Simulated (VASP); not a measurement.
Wanted: the native input for a VASP 6.6.1 run.

```yaml
Task: single point
Functional: PBEsol
Potentials_or_basis: VASP PAW PBE potentials, release 64 (Mo_sv, S)
Cutoff: 520 eV
k_mesh: 12 × 12 × 2
Occupations: gaussian, width 0.05 eV
Spin: no spin polarisation
Dipole_correction: no
Further_INCAR_settings: ALGO = Normal; EDIFF = 1e-07; NBANDS = 35
```

The structure of MoS2 lies in POSCAR:

```
MoS2
1.0
    3.1414322073      0.0000000000      0.0000000000
   -1.5707161036      2.7205600958      0.0000000000
    0.0000000000      0.0000000000     12.5788196111
Mo S
2 4
Direct
    0.3134379494      0.6467712827      0.2500000000
    0.6666666667      0.3333333333      0.7500000000
    0.3333333333      0.6666666667      0.6260538431
    0.6666666667      0.3333333333      0.1260538431
    0.3333333333      0.6666666667      0.8739461569
    0.6666666667      0.3333333333      0.3739461569
```

This cell differs from its parent crystal: atom 1 (Mo) moved +0.062 Å towards its neighbour atom 1 (Mo) at 3.141 Å.

The input as run:

INCAR

```
SYSTEM = MoS2
PREC = Accurate
ENCUT = 520
EDIFF = 1E-7
ISMEAR = 0
SIGMA = 0.05
LREAL = .FALSE.
LASPH = .TRUE.
NELM = 100
ALGO = Normal
ISIF = 2
LWAVE = .FALSE.
LCHARG = .TRUE.
GGA = PS
LELF = .TRUE.
LVHAR = .TRUE.
NBANDS = 35
```

KPOINTS

```
regular mesh
0
G
  12 12 2
  0 0 0
```

Potentials or basis: VASP PAW PBE potentials, release 64 (Mo_sv, S).

Command:

```bash
$ cat potpaw_PBE.64/Mo_sv/POTCAR potpaw_PBE.64/S/POTCAR > POTCAR
$ mpirun -np 1 vasp_std > vasp.out
```

It gave:

```yaml
Pressure: 0.1 GPa
Largest_force: 1.304 eV/Å
Band_gap_on_the_k_mesh: 0.97 eV (least direct gap 1.74 eV)
```

Caveat: the cell differs from its parent crystal (atom 1 (Mo) moved +0.062 Å towards its neighbour atom 1 (Mo) at 3.141 Å); the PAW data sets were made with another functional, which shifts forces and pressure a little; this functional lacks dispersion, which binds the layers, so the pressure and a relaxed spacing across them are unreliable.

It took 6.4 min on 1 thread of Intel(R) Xeon(R) Platinum 8124M CPU @ 3.00GHz (Skylake/Cascade Lake), on a shared host, peak memory 0.53 GiB.
